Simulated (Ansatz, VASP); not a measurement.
One calculation of TiAl3, two programs

File INCAR:

```
ALGO     = Fast           # electronic algorithm
EDIFF    = 1E-6           # SCF threshold, eV
ENCUT    = 520            # plane-wave cutoff, eV
GGA      = PE             # functional
ISIF     = 2              # what is computed and relaxed
ISMEAR   = 0              # smearing method
LASPH    = T              # aspherical terms in the spheres
LCHARG   = F              # write CHGCAR
LREAL    = F              # projectors in reciprocal space
LWAVE    = F              # write WAVECAR
NBANDS   = 18             # bands
NELM     = 100            # most SCF steps
PREC     = Accurate       # precision mode
SIGMA    = 0.1            # smearing width, eV
```

File KPOINTS:

```
k-points
0
Gamma
  16 16 16
```

The input POSCAR:

```
TiAl3
1.0
   -1.9227454115      1.9227454115      4.5635781953
    1.9227454115     -1.9227454115      4.5635781953
    1.9227454115      1.9227454115     -4.5635781953
Ti Al
1 3
Direct
    0.0000000000      0.0000000000      0.0000000000
    0.5000000000      0.5000000000      0.0000000000
    0.7500000000      0.2500000000      0.5000000000
    0.2500000000      0.7500000000      0.5000000000
```

Input for Ansatz:

```yaml
crystal:
  lattice:
    - [-1.9227454115, 1.9227454115, 4.5635781953]
    - [1.9227454115, -1.9227454115, 4.5635781953]
    - [1.9227454115, 1.9227454115, -4.5635781953]
  atoms:
    - { symbol: Ti, position: [0.0, 0.0, 0.0] }
    - { symbol: Al, position: [0.5, 0.5, 0.0] }
    - { symbol: Al, position: [0.75, 0.25, 0.5] }
    - { symbol: Al, position: [0.25, 0.75, 0.5] }
basis:
  ecutwfc: 420
kpoints:
  mp_grid: { grid: [16, 16, 16] }
hamiltonian:
  xc: pbe
scf:
  occupations: { method: gaussian, width: 0.1 }
output:
  forces: true
  stress: true
  eigenvalues: true
  populations: true
```

Alike in both runs: task single point; functional PBE; k mesh 16 × 16 × 16; occupations gaussian, width 0.1 eV; no spin polarisation.

|  | VASP | Ansatz |
| --- | --- | --- |
| version | VASP 6.6.1 | Ansatz 0.2.0 |
| potentials or method | VASP PAW PBE potentials, release 64 (Ti_sv, Al), cutoff 520 eV | scalar-relativistic, plane waves, PAW |
| valence electrons in the cell | 21 | 21 |

|  | VASP | Ansatz | Ansatz less VASP |
| --- | --- | --- | --- |
| gap on the k mesh at the Fermi level (eV) | none | none | - |
| pressure (GPa) | -4.9 | -4.9 | +0.02 |
| traceless stress, the component that is largest in VASP (GPa) | -5.87 | -5.87 | -0.001 |

A gap of «none» marks a metal or a gap that the smearing closes. With one functional, cell and mesh, what is left measures potentials, basis and numerics.
